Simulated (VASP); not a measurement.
# KCl in VASP: further runs

The runs below take KCl through single point, with LDA.

All numbers are computed with VASP 6.6.1; they aren't measurements. Logs are shortened: lines on timing, memory, paths and dates and some standing lists are left out, and cuts for length are marked.

### Step 1. The cell of the first run

It takes space group R-3m (No. 166, trigonal). Conventional cell: a = 4.288 Å, b = 4.288 Å, c = 10.581 Å, α = 90.00°, β = 90.00°, γ = 120.00°. K (site symmetry -3m) has 6 Cl at 3.04 Å within 4.0 Å. Within 4.0 Å of Cl (site symmetry -3m) lie 6 K at 3.04 Å.

### Step 2. Single point, LDA (equal xy, yz and zx engineering shears of +0.5 %)

Input file INCAR:

```
PREC = Accurate ; ENCUT = 520
EDIFF = 1E-6 ; ISMEAR = 0
SIGMA = 0.01 ; LREAL = False
LASPH = True ; NELM = 80
ALGO = Normal ; ISIF = 2
LWAVE = False ; LCHARG = False
GGA = CA ; NBANDS = 15
```

Input file KPOINTS:

```
regular mesh
0
Gamma
  6 6 6
```

Input file POSCAR:

```
KCl
1.0
    0.0151966713      3.0469325967      3.0469325967
    3.0469325967      0.0151966713      3.0469325967
    3.0469325967      3.0469325967      0.0151966713
K Cl
1 1
Direct
    0.0000000000      0.0000000000      0.0000000000
    0.5000000000      0.5000000000      0.5000000000
```

Potentials or basis: VASP PAW LDA potentials, release 64 (K_sv, Cl).

Started as:

```console
cat potpaw_LDA.64/K_sv/POTCAR potpaw_LDA.64/Cl/POTCAR > POTCAR
mpirun -np 1 vasp_std > vasp.out
```

OUTCAR:

```text
PREC = Accurate
   ENCUT = 520
   EDIFF = 1E-6
   ISMEAR = 0
   LREAL = False
   LASPH = True
   NELM = 80
   ISIF = 2
   GGA = CA

 ion  position               nearest neighbor table
   1  0.000  0.000  0.000-   2 3.04   2 3.04   2 3.04   2 3.04   2 3.04   2 3.04
   2  0.500  0.500  0.500-   1 3.04   1 3.04   1 3.04   1 3.04   1 3.04   1 3.04

  LATTYP: Found a trigonal (rhomboedric) cell.
 ALAT       =     4.3090401990
 COS(alpha) =     0.5049812503

  Lattice vectors:

 A1 = (   0.0151966713,   3.0469325967,   3.0469325967)
 A2 = (   3.0469325967,   0.0151966713,   3.0469325967)
 A3 = (   3.0469325967,   3.0469325967,   0.0151966713)

Analysis of symmetry for initial positions (statically):
=====================================================================
 Subroutine PRICEL returns:
 Original cell was already a primitive cell.

 Routine SETGRP: Setting up the symmetry group for a
 trigonal (rhombohedral) supercell.

 Subroutine GETGRP returns: Found 12 space group operations
 (whereof 12 operations were pure point group operations)
 out of a pool of 12 trial point group operations.

The static configuration has the point symmetry D_3d.

Analysis of symmetry for dynamics (positions and initial velocities):
=====================================================================
 Subroutine PRICEL returns:
 Original cell was already a primitive cell.

 Routine SETGRP: Setting up the symmetry group for a
 trigonal (rhombohedral) supercell.

 Subroutine GETGRP returns: Found 12 space group operations
 (whereof 12 operations were pure point group operations)
 out of a pool of 12 trial point group operations.

The dynamic configuration has the point symmetry D_3d.

 Subroutine INISYM returns: Found 12 space group operations
 (whereof 12 operations are pure point group operations),
 and found     1 'primitive' translations

----------------------------------------------------------------------------------------

                                     Primitive cell

  volume of cell :      56.1510

  direct lattice vectors                    reciprocal lattice vectors
     0.015196671  3.046932597  3.046932597    -0.165332270  0.164511762  0.164511762
     3.046932597  0.015196671  3.046932597     0.164511762 -0.165332270  0.164511762
     3.046932597  3.046932597  0.015196671     0.164511762  0.164511762 -0.165332270

  length of vectors
     4.309040199  4.309040199  4.309040199     0.285417237  0.285417237  0.285417237

  position of ions in fractional coordinates (direct lattice)
     0.000000000  0.000000000  0.000000000
     0.500000000  0.500000000  0.500000000

  ion indices of the primitive-cell ions
   primitive index   ion index
                 1           1
                 2           2

----------------------------------------------------------------------------------------

 KPOINTS: regular mesh

Automatic generation of k-mesh.
 Grid dimensions read from file:
 generate k-points for:    6    6    6

 Generating k-lattice:

  Cartesian coordinates                     Fractional coordinates (reciprocal lattice)
    -0.027555378  0.027418627  0.027418627     0.166666667  0.000000000  0.000000000
     0.027418627 -0.027555378  0.027418627     0.000000000  0.166666667  0.000000000
     0.027418627  0.027418627 -0.027555378     0.000000000  0.000000000  0.166666667

  Length of vectors
     0.047569539  0.047569539  0.047569539

  Shift w.r.t. Gamma in fractional coordinates (k-lattice)
     0.000000000  0.000000000  0.000000000

 Subroutine IBZKPT returns following result:
 ===========================================

 Found     32 irreducible k-points:

 Following reciprocal coordinates:
            Coordinates               Weight
  0.000000  0.000000  0.000000      1.000000
  0.166667 -0.000000  0.000000      6.000000
  0.333333 -0.000000 -0.000000      6.000000
  0.500000  0.000000 -0.000000      3.000000
  0.166667  0.166667  0.000000      6.000000
  0.333333  0.166667  0.000000     12.000000
[... 16 lines left out ...]
  0.500000  0.500000  0.166667      6.000000
 -0.333333  0.500000  0.166667     12.000000
 [... further k-points ...]
   k-points           NKPTS =     32   k-points in BZ     NKDIM =     32   number of bands    NBANDS=     15
   number of dos      NEDOS =    301   number of ions     NIONS =      2
   total plane-waves  NPLWV =  32768
   dimension x,y,z NGX =    32 NGY =   32 NGZ =   32
   dimension x,y,z NGXF=    64 NGYF=   64 NGZF=   64
   ions per type =               1   1
   NGX,Y,Z   is equivalent  to a cutoff of  12.35, 12.35, 12.35 a.u.
   NGXF,Y,Z  is equivalent  to a cutoff of  24.69, 24.69, 24.69 a.u.
 SYSTEM =  unknown system
   PREC   = accura    normal or accurate (medium, high low for compatibility)
   ISTART =      0    job   : 0-new  1-cont  2-samecut
   ICHARG =      2    charge: 1-file 2-atom 10-const
   ISPIN  =      1    spin polarized calculation?
   LNONCOLLINEAR =      F non collinear calculations
   LSORBIT =      F    spin-orbit coupling
   LASPH  =      T    aspherical Exc in radial PAW
   ENCUT  =  520.0 eV  38.22 Ry    6.18 a.u.   8.01  8.01  8.01*2*pi/ulx,y,z
   NELM   =     80;   NELMIN=  2; NELMDL= -5     # of ELM steps
   EDIFF  = 0.1E-05   stopping-criterion for ELM
   LREAL  =      F    real-space projection
   EDIFFG = 0.1E-04   stopping-criterion for IOM
   NSW    =      0    number of steps for IOM
   IBRION =     -1    ionic relax: 0-MD 1-quasi-New 2-CG
   NFREE  =      0    steps in history (QN), initial steepest desc. (CG)
   ISIF   =      2    stress and relaxation
   ISYM   =      2    0-nonsym 1-usesym 2-fastsym
   POTIM  = 0.5000    time-step for ionic-motion
   TEBEG  =    0.0;   TEEND  =   0.0 temperature during run
   PSTRESS=    0.0 pullay stress
   NELECT =      16.0000    total number of electrons
   NUPDOWN=      -1.0000    fix difference up-down
   EMIN   =  10.00;   EMAX   =-10.00  energy-range for DOS
   EFERMI =   0.00;   METHOD = LEGACY
   ISMEAR =     0;   SIGMA  =   0.01  broadening in eV -4-tet -1-fermi 0-gaus
   EFERMI_NEDOS =   21; number of points for ismear=-14 and -15
   IALGO  =     38    algorithm
   IMIX   =      4    mixing-type and parameters
     AMIX     =   0.40;   BMIX     =  1.00
     AMIX_MAG =   1.60;   BMIX_MAG =  1.00
  volume/ion in A,a.u.               =      28.08       189.46
  Fermi-wavevector in a.u.,A,eV,Ry     =   1.077281  2.035766 15.790034  1.160535
  Thomas-Fermi vector in A             =   2.213189
   LORBIT       =      0    0 simple, 1 ext, 2 COOP (PROOUT), +10 PAW based schemes
   GGA     = CA    functional components
   LHFCALC =     F    Hartree Fock is set to
   AEXX    =    0.0000 exact exchange contribution
   IVDW    =     0    specifies the selected vdW correction
   LEPSILON=     F    determine dielectric tensor
   LRPA    =     F    only Hartree local field effects (RPA)
 non-spin polarized calculation
 Gauss-broadening in eV      SIGMA  =   0.01
  energy-cutoff  :      520.00
  volume of cell :       56.15
 maximum number of plane-waves:      1524
   NGX = 17   NGY = 17   NGZ = 17

 number of electron      16.0000000 magnetization

 Free energy of the ion-electron system (eV)
  ---------------------------------------------------
  ext. energy  EPLUGINS =         0.00000000
  ---------------------------------------------------
  free energy    TOTEN  =        -7.40771694 eV

  energy without entropy =       -7.40771694  energy(sigma->0) =       -7.40771694

 E-fermi :  -1.4784     XC(G=0):  -8.5481

 val. band max:       -1.6226245538   @ k =   0.0000   0.0000   0.0000
 cond. band min:       3.4831563312   @ k =   0.0000   0.0000   0.0000
 fundamental gap:      5.1057808850
 Fermi energy:        -1.4783968952

 k-point     1 :       0.0000    0.0000    0.0000
  band No.  band energies     occupation
      1     -28.2338      2.00000
      2     -13.7861      2.00000
      3     -11.9346      2.00000
      4     -11.9333      2.00000
      5     -11.9333      2.00000
      6      -1.6380      2.00000
      7      -1.6226      2.00000
      8      -1.6226      2.00000
      9       3.4832      0.00000
     10       6.4364      0.00000
     11       6.5055      0.00000
     12       6.5055      0.00000
     13       7.4831      0.00000
     14       7.4831      0.00000
     15      11.1840      0.00000

 k-point     2 :       0.1667   -0.0000    0.0000
  band No.  band energies     occupation
      1     -28.2286      2.00000
      2     -13.8549      2.00000
      3     -11.9376      2.00000
      4     -11.9370      2.00000
      5     -11.8468      2.00000
      6      -2.0324      2.00000
      7      -1.7564      2.00000
      8      -1.7421      2.00000
      9       4.2027      0.00000
     10       6.3175      0.00000
     11       6.8336      0.00000
     12       6.8950      0.00000
     13       7.9291      0.00000
     14       7.9334      0.00000
     15      12.3020      0.00000

 k-point     3 :       0.3333   -0.0000   -0.0000
  band No.  band energies     occupation
      1     -28.2184      2.00000
      2     -13.9778      2.00000
      3     -11.9442      2.00000
      4     -11.9438      2.00000
      5     -11.6864      2.00000
      6      -2.6848      2.00000
      7      -1.9798      2.00000
      8      -1.9643      2.00000
      9       5.4226      0.00000
     10       6.5469      0.00000
     11       7.8959      0.00000
     12       7.9587      0.00000
     13       9.0405      0.00000
     14       9.0569      0.00000
     15      11.6368      0.00000

 k-point     4 :       0.5000    0.0000   -0.0000
  band No.  band energies     occupation
      1     -28.2132      2.00000
      2     -14.0338      2.00000
      3     -11.9478      2.00000
      4     -11.9468      2.00000
      5     -11.6110      2.00000
      6      -2.9626      2.00000
      7      -2.0843      2.00000
      8      -2.0682      2.00000
      9       5.8533      0.00000
     10       7.0336      0.00000
     11       8.9520      0.00000
     12       9.0119      0.00000
     13       9.8248      0.00000
     14       9.8881      0.00000
     15      10.7675      0.00000
[... 307 lines left out ...]
 k-point    22 :      -0.1667    0.3333    0.1667
  band No.  band energies     occupation
      1     -28.2121      2.00000
      2     -13.8695      2.00000
      3     -12.0340      2.00000
      4     -11.9906      2.00000
      5     -11.7950      2.00000
      6      -2.5742      2.00000
      7      -2.0452      2.00000
      8      -1.9875      2.00000
      9       5.5588      0.00000
     10       6.2816      0.00000
     11       8.3069      0.00000
     12       8.9601      0.00000
     13       9.2134      0.00000
     14       9.5343      0.00000
     15      10.5259      0.00000

 k-point    23 :       0.5000    0.5000    0.1667
  band No.  band energies     occupation
      1     -28.2093      2.00000
      2     -13.7668      2.00000
      3     -12.0940      2.00000
      4     -12.0041      2.00000
      5     -11.9227      2.00000
      6      -2.4287      2.00000
      7      -2.0674      2.00000
      8      -1.9211      2.00000
      9       4.9298      0.00000
     10       6.8617      0.00000
     11       8.3627      0.00000
     12       8.8746      0.00000
     13       9.2129      0.00000
     14       9.8779      0.00000
     15      10.4939      0.00000

 k-point    24 :      -0.3333    0.5000    0.1667
  band No.  band energies     occupation
      1     -28.2075      2.00000
      2     -13.7510      2.00000
      3     -12.1326      2.00000
      4     -12.0604      2.00000
      5     -11.8626      2.00000
      6      -2.2979      2.00000
      7      -2.1686      2.00000
      8      -2.0504      2.00000
      9       5.2726      0.00000
     10       7.2439      0.00000
     11       7.6075      0.00000
     12       8.7219      0.00000
     13       9.4750      0.00000
     14      10.3085      0.00000
     15      10.9961      0.00000

 [... further k-points ...]

------------------------ aborting loop because EDIFF is reached ----------------------------------------

  FORCE on cell =-STRESS in cart. coord.  units (eV):
  Direction    XX          YY          ZZ          XY          YZ          ZX
  --------------------------------------------------------------------------------------
  -------------------------------------------------------------------------------------
  Total        0.0238011      0.0238011      0.0238011     -0.0112603     -0.0112603     -0.0112603
  in kB        0.6791267      0.6791267      0.6791267     -0.3212934     -0.3212934     -0.3212934
  external PRESSURE =       0.6791267 kB  Pullay stress =       0.0000000 kB

 VOLUME and BASIS-vectors are now :
 -----------------------------------------------------------------------------
  energy-cutoff  :      520.00
  volume of cell :       56.15
      direct lattice vectors                 reciprocal lattice vectors
     0.015196671  3.046932597  3.046932597    -0.165332270  0.164511762  0.164511762
     3.046932597  0.015196671  3.046932597     0.164511762 -0.165332270  0.164511762
     3.046932597  3.046932597  0.015196671     0.164511762  0.164511762 -0.165332270

 POSITION                                       TOTAL-FORCE (eV/Angst)
 -----------------------------------------------------------------------------------
      0.00000      0.00000      0.00000        -0.000000      0.000000     -0.000000
      3.05453      3.05453      3.05453         0.000000     -0.000000      0.000000
 -----------------------------------------------------------------------------------
    total drift:                                0.000000     -0.000000     -0.000000

  FREE ENERGIE OF THE ION-ELECTRON SYSTEM (eV)
  ---------------------------------------------------
  free  energy   TOTEN  =        -7.4077169444 eV

  energy  without entropy=       -7.4077169444  energy(sigma->0) =       -7.40771694
```

It took 10 s on 1 thread of Intel Xeon Platinum 8488C (Sapphire Rapids), shared host; peak memory 0.16 GiB.

Results:

```yaml
Free_energy: -7.4077 eV
Pressure: 0.1 GPa
Band_gap_on_the_k_mesh: 5.11 eV
```

Levels at points of the mesh, in eV from the valence-band top:
```tsv
k point	band 6	band 7	band 8	band 9	band 10	band 11
(0.00, 0.00, 0.00)	-0.02	0.00	0.00	5.11	8.06	8.13
(0.50, 0.00, 0.00)	-1.34	-0.46	-0.45	7.48	8.66	10.57
(0.50, 0.50, 0.00)	-0.77	-0.27	-0.25	6.04	8.45	10.23
(0.50, 0.50, 0.50)	-1.34	-0.44	-0.44	7.48	8.63	10.58
```

Caveat: the cell differs from its parent crystal (equal xy, yz and zx engineering shears of +0.5 %).

### Step 3. Single point, LDA (0.01, 0.01] A)

Input file INCAR:

```
PREC = Accurate ; ENCUT = 520
EDIFF = 1E-6 ; ISMEAR = 0
SIGMA = 0.01 ; LREAL = F
LASPH = T ; NELM = 80
ALGO = Normal ; ISIF = 2
LWAVE = F ; LCHARG = T
LELF = T ; LVHAR = T
NBANDS = 15
```

Input file KPOINTS:

```
Automatic mesh
0
Gamma
  6 6 6
```

Input file POSCAR:

```
KCl
1.0
    0.0000000000      3.0393342611      3.0393342611
    3.0393342611      0.0000000000      3.0393342611
    3.0393342611      3.0393342611      0.0000000000
K Cl
1 1
Direct
    0.0016450971      0.0016450971      0.0016450971
    0.5000000000      0.5000000000      0.5000000000
```

Potentials or basis: VASP PAW LDA potentials, release 64 (K_sv, Cl).

Started as:

```console
cat potpaw_LDA.64/K_sv/POTCAR potpaw_LDA.64/Cl/POTCAR > POTCAR
mpirun -np 1 vasp_std > vasp.out
```

Run time: 11 s. Hardware: 1 thread of Intel Xeon Platinum 8488C (Sapphire Rapids), shared host; peak memory 0.16 GiB.

Results (log left out):

```yaml
Free_energy: -7.4075 eV
Pressure: 0.1 GPa
Largest_force: 0.032 eV/Å
Band_gap_on_the_k_mesh: 5.11 eV
```

Forces on the atoms (eV/Å):
```
K   -0.018 -0.018 -0.018
Cl   0.018  0.018  0.018
```

Levels at points of the mesh, in eV from the valence-band top:
```tsv
k point	band 6	band 7	band 8	band 9	band 10	band 11
(0.00, 0.00, 0.00)	0.00	0.00	0.00	5.11	8.11	8.11
(0.50, 0.00, 0.00)	-1.33	-0.44	-0.44	7.48	8.65	10.60
(0.50, 0.50, 0.50)	-1.33	-0.44	-0.44	7.48	8.65	10.60
(0.50, 0.50, 0.00)	-0.76	-0.25	-0.25	6.05	8.46	10.23
```

Caveat: the cell differs from its parent crystal (0.01, 0.01] A).

### Step 4. Single point, LDA (-0.01, -0.01] A)

Input file INCAR:

```
ALGO = Normal
EDIFF = 1E-6
ENCUT = 520
ISIF = 2
ISMEAR = 0
LASPH = True
LCHARG = True
LELF = True
LREAL = False
LVHAR = True
LWAVE = False
NBANDS = 15
NELM = 60
PREC = Accurate
SIGMA = 0.01
```

Input file KPOINTS:

```
k-points
0
Gamma
  6 6 6
```

POSCAR: that of step 3 with these lines changed.

```diff
@@ -8,3 +8,3 @@
 Direct
-    0.0016450971      0.0016450971      0.0016450971
+   -0.0016450971     -0.0016450971     -0.0016450971
     0.5000000000      0.5000000000      0.5000000000
```

Started as:

```console
cat potpaw_LDA.64/K_sv/POTCAR potpaw_LDA.64/Cl/POTCAR > POTCAR
mpirun -np 1 vasp_std > vasp.out
```

Wall time 11 s (1 thread of Intel Xeon Platinum 8488C (Sapphire Rapids), shared host); peak memory 0.16 GiB.

It converged, with:

```
Free energy            : -7.4075 eV
Pressure               : 0.1 GPa
Largest force          : 0.032 eV/Å
Band gap on the k mesh : 5.11 eV
```

Forces on the atoms (eV/Å):
```
K    0.018  0.018  0.018
Cl  -0.018 -0.018 -0.018
```

Levels at points of the mesh, in eV from the valence-band top:
```
           k point  band 6  band 7  band 8  band 9  band 10  band 11
(0.00, 0.00, 0.00)    0.00    0.00    0.00    5.11     8.11     8.11
(0.50, 0.00, 0.00)   -1.33   -0.44   -0.44    7.48     8.65    10.60
(0.50, 0.50, 0.50)   -1.33   -0.44   -0.44    7.48     8.65    10.60
(0.50, 0.50, 0.00)   -0.76   -0.25   -0.25    6.05     8.46    10.23
```

Caveat: the cell differs from its parent crystal (-0.01, -0.01] A).
